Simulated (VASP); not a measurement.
# CsRb2CrF6 (Fm-3m) in VASP: single point with PBE

Aim: the single point of CsRb2CrF6 with PBE.

Program: VASP 6.6.1. These are calculated values, not measurements. Logs are shortened: lines on timing, memory, paths and dates and some standing lists are left out, and cuts for length are marked.

## 1. The cell of the first run

It takes space group Fm-3m (No. 225, cubic). The conventional cell has a = 8.910 Å, b = 8.910 Å, c = 8.910 Å, α = 90.00°, β = 90.00°, γ = 90.00°. Within 2.6 Å of F (site symmetry 4mm) lie 1 Cr at 1.96 Å and 1 Cs at 2.49 Å. Rb (site symmetry -43m) has 12 F at 3.16 Å and 4 Cs at 3.86 Å and 4 Cr at 3.86 Å within 4.2 Å. Within 3.3 Å of Cs (site symmetry m-3m) lie 6 F at 2.49 Å. Within 2.6 Å of Cr (site symmetry m-3m) lie 6 F at 1.96 Å.

## 2. Single point, PBE

INCAR

```
PREC = Accurate
ENCUT = 600
EDIFF = 1E-6
ISMEAR = -1
SIGMA = 0.0879
LREAL = F
LASPH = T
NELM = 120
ALGO = Normal
ISIF = 2
LWAVE = F
LCHARG = F
GGA = PE
NBANDS = 52
GGA_COMPAT = F
```

KPOINTS

```
regular mesh
0
Gamma
  4 4 4
```

POSCAR

```
CsRb2CrF6
1.0
    0.0000000000      4.4551410000      4.4551410000
    4.4551410000      0.0000000000      4.4551410000
    4.4551410000      4.4551410000      0.0000000000
F Rb Cs Cr
6 2 1 1
Direct
    0.7800000000      0.2200000000      0.2200000000
    0.2200000000      0.7800000000      0.2200000000
    0.2200000000      0.7800000000      0.7800000000
    0.7800000000      0.2200000000      0.7800000000
    0.2200000000      0.2200000000      0.7800000000
    0.7800000000      0.7800000000      0.2200000000
    0.2500000000      0.2500000000      0.2500000000
    0.7500000000      0.7500000000      0.7500000000
    0.5000000000      0.5000000000      0.5000000000
    0.0000000000      0.0000000000      0.0000000000
```

Potentials or basis: VASP PAW PBE potentials, release 64 (F, Rb_sv, Cs_sv, Cr_pv).

Command:

```console
$ cat potpaw_PBE.64/F/POTCAR potpaw_PBE.64/Rb_sv/POTCAR potpaw_PBE.64/Cs_sv/POTCAR potpaw_PBE.64/Cr_pv/POTCAR > POTCAR
$ mpirun -np 1 vasp_std > vasp.out
```

OUTCAR:

```text
PREC = Accurate
   ENCUT = 600
   EDIFF = 1E-6
   ISMEAR = -1
   LREAL = F
   LASPH = T
   NELM = 120
   ISIF = 2
   GGA = PE

 ion  position               nearest neighbor table
   1  0.780  0.220  0.220-  10 1.96   9 2.49   7 3.16   8 3.16   8 3.16   7 3.16
   2  0.220  0.780  0.220-  10 1.96   9 2.49   7 3.16   8 3.16   8 3.16   7 3.16
   3  0.220  0.780  0.780-  10 1.96   9 2.49   8 3.16   8 3.16   7 3.16   7 3.16
   4  0.780  0.220  0.780-  10 1.96   9 2.49   8 3.16   8 3.16   7 3.16   7 3.16
   5  0.220  0.220  0.780-  10 1.96   9 2.49   7 3.16   8 3.16   8 3.16   7 3.16
   6  0.780  0.780  0.220-  10 1.96   9 2.49   8 3.16   8 3.16   7 3.16   7 3.16
   7  0.250  0.250  0.250-   1 3.16   4 3.16   6 3.16   2 3.16   3 3.16   6 3.16   3 3.16   4 3.16
                             5 3.16   1 3.16   2 3.16   5 3.16  10 3.86  10 3.86  10 3.86   9 3.86
   8  0.750  0.750  0.750-   3 3.16   4 3.16   6 3.16   1 3.16   2 3.16   6 3.16   1 3.16   4 3.16
                             5 3.16   2 3.16   3 3.16   5 3.16   9 3.86  10 3.86  10 3.86   9 3.86
   9  0.500  0.500  0.500-   1 2.49   2 2.49   3 2.49   4 2.49   5 2.49   6 2.49   7 3.86   7 3.86
                             7 3.86   8 3.86   8 3.86   8 3.86   8 3.86   7 3.86
  10  0.000  0.000  0.000-   1 1.96   2 1.96   3 1.96   4 1.96   5 1.96   6 1.96   8 3.86   8 3.86
                             8 3.86   7 3.86   7 3.86   7 3.86   8 3.86   7 3.86

  LATTYP: Found a face centered cubic cell.
 ALAT       =     8.9102820000

  Lattice vectors:

 A1 = (   0.0000000000,   4.4551410000,   4.4551410000)
 A2 = (   4.4551410000,   0.0000000000,   4.4551410000)
 A3 = (   4.4551410000,   4.4551410000,   0.0000000000)

Analysis of symmetry for initial positions (statically):
=====================================================================
 Subroutine PRICEL returns:
 Original cell was already a primitive cell.

 Routine SETGRP: Setting up the symmetry group for a
 face centered cubic supercell.

 Subroutine GETGRP returns: Found 48 space group operations
 (whereof 48 operations were pure point group operations)
 out of a pool of 48 trial point group operations.

The static configuration has the point symmetry O_h .

Analysis of symmetry for dynamics (positions and initial velocities):
=====================================================================
 Subroutine PRICEL returns:
 Original cell was already a primitive cell.

 Routine SETGRP: Setting up the symmetry group for a
 face centered cubic supercell.

 Subroutine GETGRP returns: Found 48 space group operations
 (whereof 48 operations were pure point group operations)
 out of a pool of 48 trial point group operations.

The dynamic configuration has the point symmetry O_h .
[... 109 lines left out ...]
   NELECT =      81.0000    total number of electrons
   NUPDOWN=      -1.0000    fix difference up-down
   EMIN   =  10.00;   EMAX   =-10.00  energy-range for DOS
   EFERMI =   0.00;   METHOD = LEGACY
   ISMEAR =    -1;   SIGMA  =   0.09  broadening in eV -4-tet -1-fermi 0-gaus
   EFERMI_NEDOS =   21; number of points for ismear=-14 and -15
   IALGO  =     38    algorithm
   IMIX   =      4    mixing-type and parameters
     AMIX     =   0.40;   BMIX     =  1.00
     AMIX_MAG =   1.60;   BMIX_MAG =  1.00
  volume/ion in A,a.u.               =      17.69       119.35
  Fermi-wavevector in a.u.,A,eV,Ry     =   1.261920  2.384682 21.666479  1.592441
  Thomas-Fermi vector in A             =   2.395354
   LORBIT       =      0    0 simple, 1 ext, 2 COOP (PROOUT), +10 PAW based schemes
   GGA     = PE    functional components
   LHFCALC =     F    Hartree Fock is set to
   AEXX    =    0.0000 exact exchange contribution
   IVDW    =     0    specifies the selected vdW correction
   LEPSILON=     F    determine dielectric tensor
   LRPA    =     F    only Hartree local field effects (RPA)
 non-spin polarized calculation
  energy-cutoff  :      600.00
  volume of cell :      176.85
 maximum number of plane-waves:      5961
   NGX = 25   NGY = 25   NGZ = 25

 number of electron      80.9999979 magnetization

 Free energy of the ion-electron system (eV)
  ---------------------------------------------------
  ext. energy  EPLUGINS =         0.00000000
  ---------------------------------------------------
  free energy    TOTEN  =       -47.47840684 eV

  energy without entropy =      -47.11949810  energy(sigma->0) =      -47.29895247

 E-fermi :   2.4775     XC(G=0):  -9.0950

 val. band max:        2.4759140217   @ k =  -0.2500   0.2500   0.0000
 cond. band min:       2.4794902366   @ k =  -0.2500   0.2500   0.0000
 fundamental gap:      0.0035762150
 Fermi energy:         2.4774921000

 k-point     1 :       0.0000    0.0000    0.0000
  band No.  band energies     occupation
      1     -41.4970      2.00000
      2     -41.4970      2.00000
      3     -41.4970      2.00000
      4     -24.8397      2.00000
      5     -24.8009      2.00000
      6     -21.8178      2.00000
[... 429 lines left out ...]
     51       8.4942      0.00000
     52       9.1704      0.00000

------------------------ aborting loop because EDIFF is reached ----------------------------------------

  FORCE on cell =-STRESS in cart. coord.  units (eV):
  Direction    XX          YY          ZZ          XY          YZ          ZX
  --------------------------------------------------------------------------------------
  -------------------------------------------------------------------------------------
  Total        6.7860622      6.7860622      6.7860622      0.0000000     -0.0000000     -0.0000000
  in kB       61.4771973     61.4771973     61.4771973      0.0000000     -0.0000000     -0.0000000
  external PRESSURE =      61.4771973 kB  Pullay stress =       0.0000000 kB

 VOLUME and BASIS-vectors are now :
 -----------------------------------------------------------------------------
  energy-cutoff  :      600.00
  volume of cell :      176.85
      direct lattice vectors                 reciprocal lattice vectors
     0.000000000  4.455141000  4.455141000    -0.112229894  0.112229894  0.112229894
     4.455141000  0.000000000  4.455141000     0.112229894 -0.112229894  0.112229894
     4.455141000  4.455141000  0.000000000     0.112229894  0.112229894 -0.112229894

 POSITION                                       TOTAL-FORCE (eV/Angst)
 -----------------------------------------------------------------------------------
      1.96026      4.45514      4.45514        -1.896612     -0.000000     -0.000000
      4.45514      1.96026      4.45514        -0.000000     -1.896612     -0.000000
      6.95002      4.45514      4.45514         1.896612     -0.000000     -0.000000
      4.45514      6.95002      4.45514        -0.000000      1.896612     -0.000000
      4.45514      4.45514      1.96026        -0.000000     -0.000000     -1.896612
      4.45514      4.45514      6.95002        -0.000000     -0.000000      1.896612
      2.22757      2.22757      2.22757        -0.000000     -0.000000      0.000000
      6.68271      6.68271      6.68271        -0.000000     -0.000000      0.000000
      4.45514      4.45514      4.45514        -0.000000     -0.000000      0.000000
      0.00000      0.00000      0.00000        -0.000000     -0.000000      0.000000
 -----------------------------------------------------------------------------------
    total drift:                                0.000000      0.000000      0.000000

  FREE ENERGIE OF THE ION-ELECTRON SYSTEM (eV)
  ---------------------------------------------------
  free  energy   TOTEN  =       -47.4784068405 eV

  energy  without entropy=      -47.1194980959  energy(sigma->0) =      -47.29895247
```

OSZICAR:

```text
N       E                     dE             d eps       ncg     rms          rms(c)
DAV:   1     0.779899493609E+03    0.77990E+03   -0.45785E+04   840   0.166E+03
DAV:   2     0.533200431586E+01   -0.77457E+03   -0.75388E+03  1032   0.397E+02
DAV:   3    -0.535617401642E+02   -0.58894E+02   -0.58329E+02   976   0.118E+02
DAV:   4    -0.561661294138E+02   -0.26044E+01   -0.25911E+01  1232   0.179E+01
DAV:   5    -0.562029623073E+02   -0.36833E-01   -0.36731E-01  1188   0.237E+00    0.221E+01
DAV:   6    -0.487895048130E+02    0.74135E+01   -0.47129E+01  1040   0.437E+01    0.129E+01
DAV:   7    -0.477528823827E+02    0.10366E+01   -0.82557E+00   900   0.276E+01    0.819E+00
DAV:   8    -0.475011579161E+02    0.25172E+00   -0.64704E-01  1044   0.573E+00    0.347E+00
DAV:   9    -0.474882579496E+02    0.12900E-01   -0.21774E-01  1072   0.279E+00    0.935E-01
DAV:  10    -0.474787222986E+02    0.95357E-02   -0.81546E-02   928   0.248E+00    0.370E-01
DAV:  11    -0.474791311323E+02   -0.40883E-03   -0.13704E-02  1020   0.918E-01    0.295E-01
DAV:  12    -0.474783684613E+02    0.76267E-03   -0.18583E-03  1072   0.372E-01    0.391E-02
DAV:  13    -0.474784031204E+02   -0.34659E-04   -0.38045E-04  1032   0.892E-02    0.262E-02
DAV:  14    -0.474784077885E+02   -0.46681E-05   -0.26766E-05  1024   0.265E-02    0.243E-02
DAV:  15    -0.474784065549E+02    0.12336E-05   -0.41928E-06   936   0.154E-02    0.956E-03
DAV:  16    -0.474784068405E+02   -0.28563E-06   -0.84705E-07   736   0.544E-03
   1 F= -.47478407E+02 E0= -.47298952E+02  d E =-.358909E+00
```

stdout:

```text
POSCAR found type information on POSCAR F RbCsCr
 POSCAR found :  4 types and      10 ions
 scaLAPACK will be used
 LDA part: xc-table for (Slater+PW92), standard interpolation
 POSCAR, INCAR and KPOINTS ok, starting setup
 FFT: planning ... GRIDC
 FFT: planning ... GRID_SOFT
 FFT: planning ... GRID
 WAVECAR not read
 entering main loop
```

Run time: 2 min. Hardware: 1 thread of Intel Xeon Platinum 8259CL at 2.50GHz (Skylake/Cascade Lake), shared host; peak memory 0.4 GiB.

What came out:

- Free energy: -47.4784 eV
- Pressure: 6.1 GPa
- Largest force: 1.897 eV/Å

Forces in eV/Å, atoms in the order of the input:
```
F   -1.897  0.000  0.000
F    0.000 -1.897  0.000
F    1.897  0.000  0.000
F    0.000  1.897  0.000
F    0.000  0.000 -1.897
F    0.000  0.000  1.897
Rb   0.000  0.000  0.000
Rb   0.000  0.000  0.000
Cs   0.000  0.000  0.000
Cr   0.000  0.000  0.000
```

Levels at points of the mesh, in eV from the Fermi level:
```
           k point  band 36  band 37  band 38  band 39  band 40  band 41  band 42  band 43  band 44  band 45
(0.00, 0.00, 0.00)    -4.46    -4.02    -4.02    -4.02    -0.06    -0.06    -0.06     1.70     1.70     2.58
(0.50, 0.00, 0.00)    -4.72    -4.55    -4.23    -4.23     0.01     0.01     0.02     2.02     2.02     4.52
(0.50, 0.50, 0.00)    -4.47    -3.76    -3.76    -3.60    -0.08     0.04     0.04     1.72     1.80     4.59
```

Caveat: spin-orbit coupling is left out, which moves the levels of the heavy elements; an odd number of electrons without spin polarisation forces a metal; a magnetic or distorted state may lie lower; the run has no spin polarisation, though such a crystal can be magnetic; semilocal functionals often make such compounds metallic where correlation or magnetic order opens a gap, which also shifts bond lengths.
